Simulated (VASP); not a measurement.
BP:

```
P B
1.0
     0.00000    2.37837    2.37837
     2.37837    0.00000    2.37837
     2.37837    2.37837    0.00000
P B
1 1
Direct
  0.25000 0.25000 0.25000
  0.00000 0.00000 0.00000
```

Base run:

| Property | Result |
| --- | --- |
| Program | VASP 6.6.1 |
| Functional | revPBE |
| Potentials or basis | VASP PAW PBE potentials, release 64 (P, B) |
| Cutoff | 500 eV |
| k mesh | 7 × 7 × 7 |
| Occupations | methfessel-paxton, width 0.053 eV |
| Spin | no spin polarisation |

Its results: band gap on the k mesh 1.46 eV, indirect (least direct gap 3.22 eV); pressure -15.2 GPa.

**Question.** The run is repeated on the same cell with these changes: functional from revPBE to PBE. What comes out?

**Answer.** Band gap on the k mesh 1.44 eV, indirect (least direct gap 3.23 eV); pressure -16.9 GPa.

PBE binds more tightly than revPBE, so the same cell stands under less pressure.

Caveats: the PAW data sets were made with another functional, which shifts forces and pressure a little (some runs).

A k mesh can miss the band edges.
